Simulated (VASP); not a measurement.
# BeTe (P6_3/mmc) in VASP: a series of runs

Aim: see how the results for BeTe move with the level of theory and the settings. Levels: PBE, LDA, r2SCAN. Tasks: single point.

All numbers are computed with VASP 6.6.1; they aren't measurements. Logs are shortened: lines on timing, memory, paths and dates and some standing lists are left out, and cuts for length are marked.

### 1 The cell of the first run

It takes space group P6_3/mmc (No. 194, hexagonal). Conventional cell: a = 4.031 Å, b = 4.031 Å, c = 8.144 Å, α = 90.00°, β = 90.00°, γ = 120.00°. Be (site symmetry -6m2) has 3 Te at 2.33 Å within 3.1 Å. Within 3.1 Å of Te (site symmetry -6m2) lie 3 Be at 2.33 Å.

### 2 Single point, PBE

INCAR reads:

```
SYSTEM = BeTe
PREC     = Accurate       ! precision mode
ENCUT    = 520            ! plane-wave cutoff, eV
EDIFF    = 1E-7           ! SCF threshold, eV
ISMEAR   = 0              ! smearing method
SIGMA    = 0.01           ! smearing width, eV
LREAL    = .FALSE.        ! projectors in reciprocal space
LASPH    = .TRUE.         ! aspherical terms in the spheres
NELM     = 60             ! most SCF steps
ALGO     = Normal         ! electronic algorithm
ISIF     = 2              ! what is computed and relaxed
LWAVE    = .FALSE.        ! write WAVECAR
LCHARG   = .TRUE.         ! write CHGCAR
GGA      = PE             ! functional
LELF     = .TRUE.         ! ELF
LVHAR    = .TRUE.       
NBANDS   = 16             ! bands
```

KPOINTS reads:

```
Automatic mesh
0
G
  6 6 2
  0 0 0
```

POSCAR reads:

```
BeTe
1.0
    4.0308527926      0.0000000000      0.0000000000
   -2.0154263963      3.4908209173      0.0000000000
    0.0000000000      0.0000000000      8.1440402198
Be Te
2 2
Direct
    0.3333333333      0.6666666667      0.2500000000
    0.6666666667      0.3333333333      0.7500000000
    0.6666666667      0.3333333333      0.2500000000
    0.3333333333      0.6666666667      0.7500000000
```

Potentials or basis: VASP PAW PBE potentials, release 64 (Be, Te).

Started as:

```
cat potpaw_PBE.64/Be/POTCAR potpaw_PBE.64/Te/POTCAR > POTCAR
mpirun -np 1 vasp_std > vasp.out
```

OUTCAR:

```text
SYSTEM = BeTe
   PREC = Accurate
   ENCUT = 520
   EDIFF = 1E-7
   ISMEAR = 0
   LREAL = .FALSE.
   LASPH = .TRUE.
   NELM = 60
   ISIF = 2
   GGA = PE

 ion  position               nearest neighbor table
   1  0.333  0.667  0.250-   3 2.33   3 2.33   3 2.33
   2  0.667  0.333  0.750-   4 2.33   4 2.33   4 2.33
   3  0.667  0.333  0.250-   1 2.33   1 2.33   1 2.33
   4  0.333  0.667  0.750-   2 2.33   2 2.33   2 2.33

  LATTYP: Found a hexagonal cell.
 ALAT       =     4.0308527926
 C/A-ratio  =     2.0204261080

  Lattice vectors:

 A1 = (   4.0308527926,   0.0000000000,   0.0000000000)
 A2 = (  -2.0154263963,   3.4908209173,   0.0000000000)
 A3 = (   0.0000000000,   0.0000000000,   8.1440402198)

Analysis of symmetry for initial positions (statically):
=====================================================================
 Subroutine PRICEL returns:
 Original cell was already a primitive cell.

 Routine SETGRP: Setting up the symmetry group for a
 hexagonal supercell.

 Subroutine GETGRP returns: Found 24 space group operations
 (whereof 12 operations were pure point group operations)
 out of a pool of 24 trial point group operations.

The static configuration has the point symmetry D_3d.
 The point group associated with its full space group is D_6h.

Analysis of symmetry for dynamics (positions and initial velocities):
=====================================================================
 Subroutine PRICEL returns:
 Original cell was already a primitive cell.

 Routine SETGRP: Setting up the symmetry group for a
 hexagonal supercell.

 Subroutine GETGRP returns: Found 24 space group operations
 (whereof 12 operations were pure point group operations)
 out of a pool of 24 trial point group operations.

The dynamic configuration has the point symmetry D_3d.
 The point group associated with its full space group is D_6h.

 Subroutine INISYM returns: Found 24 space group operations
 (whereof 12 operations are pure point group operations),
 and found     1 'primitive' translations

----------------------------------------------------------------------------------------

                                     Primitive cell

  volume of cell :     114.5947

  direct lattice vectors                    reciprocal lattice vectors
     4.030852793  0.000000000  0.000000000     0.248086460  0.143232784  0.000000000
    -2.015426396  3.490820917  0.000000000     0.000000000  0.286465569  0.000000000
     0.000000000  0.000000000  8.144040220     0.000000000  0.000000000  0.122789177

  length of vectors
     4.030852793  4.030852793  8.144040220     0.286465569  0.286465569  0.122789177

  position of ions in fractional coordinates (direct lattice)
     0.333333333  0.666666667  0.250000000
     0.666666667  0.333333333  0.750000000
     0.666666667  0.333333333  0.250000000
     0.333333333  0.666666667  0.750000000

  ion indices of the primitive-cell ions
   primitive index   ion index
                 1           1
                 2           2
                 3           3
                 4           4

----------------------------------------------------------------------------------------

 KPOINTS: Automatic mesh

Automatic generation of k-mesh.
 Grid dimensions read from file:
 generate k-points for:    6    6    2

 Generating k-lattice:

  Cartesian coordinates                     Fractional coordinates (reciprocal lattice)
     0.041347743  0.023872131  0.000000000     0.166666667  0.000000000  0.000000000
     0.000000000  0.047744261  0.000000000     0.000000000  0.166666667  0.000000000
     0.000000000  0.000000000  0.061394589     0.000000000  0.000000000  0.500000000

  Length of vectors
     0.047744261  0.047744261  0.061394589

  Shift w.r.t. Gamma in fractional coordinates (k-lattice)
     0.000000000  0.000000000  0.000000000

 Subroutine IBZKPT returns following result:
 ===========================================

 Found     14 irreducible k-points:

 Following reciprocal coordinates:
            Coordinates               Weight
  0.000000  0.000000  0.000000      1.000000
  0.166667  0.000000  0.000000      6.000000
  0.333333  0.000000  0.000000      6.000000
  0.500000  0.000000  0.000000      3.000000
  0.166667  0.166667  0.000000      6.000000
  0.333333  0.166667  0.000000     12.000000
  0.333333  0.333333  0.000000      2.000000
  0.000000  0.000000  0.500000      1.000000
  0.166667  0.000000  0.500000      6.000000
  0.333333  0.000000  0.500000      6.000000
  0.500000  0.000000  0.500000      3.000000
  0.166667  0.166667  0.500000      6.000000
  0.333333  0.166667  0.500000     12.000000
  0.333333  0.333333  0.500000      2.000000
   k-points           NKPTS =     14   k-points in BZ     NKDIM =     14   number of bands    NBANDS=     16
   number of dos      NEDOS =    301   number of ions     NIONS =      4
   total plane-waves  NPLWV =  57600
   dimension x,y,z NGX =    30 NGY =   30 NGZ =   64
   dimension x,y,z NGXF=    60 NGYF=   60 NGZF=  128
   ions per type =               2   2
   NGX,Y,Z   is equivalent  to a cutoff of  12.37, 12.37, 13.06 a.u.
   NGXF,Y,Z  is equivalent  to a cutoff of  24.75, 24.75, 26.13 a.u.
 SYSTEM =  BeTe
   PREC   = accura    normal or accurate (medium, high low for compatibility)
   ISTART =      0    job   : 0-new  1-cont  2-samecut
   ICHARG =      2    charge: 1-file 2-atom 10-const
   ISPIN  =      1    spin polarized calculation?
   LNONCOLLINEAR =      F non collinear calculations
   LSORBIT =      F    spin-orbit coupling
   LASPH  =      T    aspherical Exc in radial PAW
   ENCUT  =  520.0 eV  38.22 Ry    6.18 a.u.   7.49  7.49 15.14*2*pi/ulx,y,z
   NELM   =     60;   NELMIN=  2; NELMDL= -5     # of ELM steps
   EDIFF  = 0.1E-06   stopping-criterion for ELM
   LREAL  =      F    real-space projection
   EDIFFG = 0.1E-05   stopping-criterion for IOM
   NSW    =      0    number of steps for IOM
   IBRION =     -1    ionic relax: 0-MD 1-quasi-New 2-CG
   NFREE  =      0    steps in history (QN), initial steepest desc. (CG)
   ISIF   =      2    stress and relaxation
   ISYM   =      2    0-nonsym 1-usesym 2-fastsym
   POTIM  = 0.5000    time-step for ionic-motion
   TEBEG  =    0.0;   TEEND  =   0.0 temperature during run
   PSTRESS=    0.0 pullay stress
   NELECT =      16.0000    total number of electrons
   NUPDOWN=      -1.0000    fix difference up-down
   EMIN   =  10.00;   EMAX   =-10.00  energy-range for DOS
   EFERMI =   0.00;   METHOD = LEGACY
   ISMEAR =     0;   SIGMA  =   0.01  broadening in eV -4-tet -1-fermi 0-gaus
   EFERMI_NEDOS =   21; number of points for ismear=-14 and -15
   IALGO  =     38    algorithm
   IMIX   =      4    mixing-type and parameters
     AMIX     =   0.40;   BMIX     =  1.00
     AMIX_MAG =   1.60;   BMIX_MAG =  1.00
  volume/ion in A,a.u.               =      28.65       193.33
  Fermi-wavevector in a.u.,A,eV,Ry     =   0.849298  1.604940  9.813975  0.721307
  Thomas-Fermi vector in A             =   1.965097
   LORBIT       =      0    0 simple, 1 ext, 2 COOP (PROOUT), +10 PAW based schemes
   GGA     = PE    functional components
   LHFCALC =     F    Hartree Fock is set to
   AEXX    =    0.0000 exact exchange contribution
   IVDW    =     0    specifies the selected vdW correction
   LEPSILON=     F    determine dielectric tensor
   LRPA    =     F    only Hartree local field effects (RPA)
 non-spin polarized calculation
 Gauss-broadening in eV      SIGMA  =   0.01
  energy-cutoff  :      520.00
  volume of cell :      114.59
 maximum number of plane-waves:      3114
 NGX is ok and might be reduce to    30
   NGX = 15   NGY = 15   NGZ = 31

 number of electron      16.0000001 magnetization

 Free energy of the ion-electron system (eV)
  ---------------------------------------------------
  ext. energy  EPLUGINS =         0.00000000
  ---------------------------------------------------
  free energy    TOTEN  =       -14.28049395 eV

  energy without entropy =      -14.28049395  energy(sigma->0) =      -14.28049395

 E-fermi :   2.4103     XC(G=0):  -7.9046

 val. band max:        2.3448656602   @ k =   0.3333   0.1667   0.0000
 cond. band min:       5.0719183632   @ k =   0.3333   0.3333   0.5000
 fundamental gap:      2.7270527030
 Fermi energy:         2.4102725972

 k-point     1 :       0.0000    0.0000    0.0000
  band No.  band energies     occupation
      1      -8.7836      2.00000
      2      -8.4913      2.00000
      3      -0.6609      2.00000
      4       1.6433      2.00000
      5       1.6433      2.00000
      6       1.6510      2.00000
[... 8 lines left out ...]
     15       7.8105      0.00000
     16       8.7128      0.00000

 k-point     2 :       0.1667    0.0000    0.0000
  band No.  band energies     occupation
      1      -8.5885      2.00000
      2      -8.3146      2.00000
      3      -0.3704      2.00000
      4       0.3099      2.00000
      5       0.5007      2.00000
      6       1.1881      2.00000
[... 8 lines left out ...]
     15       8.2781      0.00000
     16       8.6154      0.00000

 k-point     3 :       0.3333    0.0000    0.0000
  band No.  band energies     occupation
      1      -8.1094      2.00000
      2      -7.9050      2.00000
      3      -1.5088      2.00000
      4      -1.3256      2.00000
      5       0.4338      2.00000
      6       0.5209      2.00000
[... 8 lines left out ...]
     15      10.3457      0.00000
     16      10.3587      0.00000
[... 172 lines left out ...]
 k-point    13 :       0.3333    0.1667    0.5000
  band No.  band energies     occupation
      1      -7.7384      2.00000
      2      -7.7384      2.00000
      3      -1.9041      2.00000
      4      -1.9041      2.00000
      5      -0.3157      2.00000
      6      -0.3157      2.00000
[... 8 lines left out ...]
     15      10.1266      0.00000
     16      10.1266      0.00000

 k-point    14 :       0.3333    0.3333    0.5000
  band No.  band energies     occupation
      1      -7.5901      2.00000
      2      -7.5901      2.00000
      3      -1.7638      2.00000
      4      -1.7638      2.00000
      5      -1.2156      2.00000
      6      -1.2156      2.00000
[... 8 lines left out ...]
     15      10.0736      0.00000
     16      10.0736      0.00000

------------------------ aborting loop because EDIFF is reached ----------------------------------------

  FORCE on cell =-STRESS in cart. coord.  units (eV):
  Direction    XX          YY          ZZ          XY          YZ          ZX
  --------------------------------------------------------------------------------------
  -------------------------------------------------------------------------------------
  Total        0.3805087      0.3805087      0.1497738      0.0000000      0.0000000      0.0000000
  in kB        5.3199897      5.3199897      2.0940255      0.0000000      0.0000000      0.0000000
  external PRESSURE =       4.2446683 kB  Pullay stress =       0.0000000 kB

 VOLUME and BASIS-vectors are now :
 -----------------------------------------------------------------------------
  energy-cutoff  :      520.00
  volume of cell :      114.59
      direct lattice vectors                 reciprocal lattice vectors
     4.030852793  0.000000000  0.000000000     0.248086460  0.143232784  0.000000000
    -2.015426396  3.490820917  0.000000000     0.000000000  0.286465569  0.000000000
     0.000000000  0.000000000  8.144040220     0.000000000  0.000000000  0.122789177

 POSITION                                       TOTAL-FORCE (eV/Angst)
 -----------------------------------------------------------------------------------
     -0.00000      2.32721      2.03601         0.000000      0.000000      0.000000
      2.01543      1.16361      6.10803        -0.000000     -0.000000      0.000000
      2.01543      1.16361      2.03601        -0.000000     -0.000000     -0.000000
     -0.00000      2.32721      6.10803         0.000000      0.000000      0.000000
 -----------------------------------------------------------------------------------
    total drift:                               -0.000000      0.000000      0.000000

  FREE ENERGIE OF THE ION-ELECTRON SYSTEM (eV)
  ---------------------------------------------------
  free  energy   TOTEN  =       -14.2804939527 eV

  energy  without entropy=      -14.2804939527  energy(sigma->0) =      -14.28049395
```

It took 12 s on 1 thread of AMD EPYC 9R45 (Zen 5), shared host; peak memory 0.2 GiB.

Results:

| Quantity | Value |
| --- | --- |
| Free energy | -14.2805 eV |
| Pressure | 0.4 GPa |
| Band gap on the k mesh | 2.73 eV, indirect (least direct gap 2.88 eV) |

Caveat: spin-orbit coupling is left out, which moves the levels of the heavy elements.

(Part 1 of 2 ends here.)
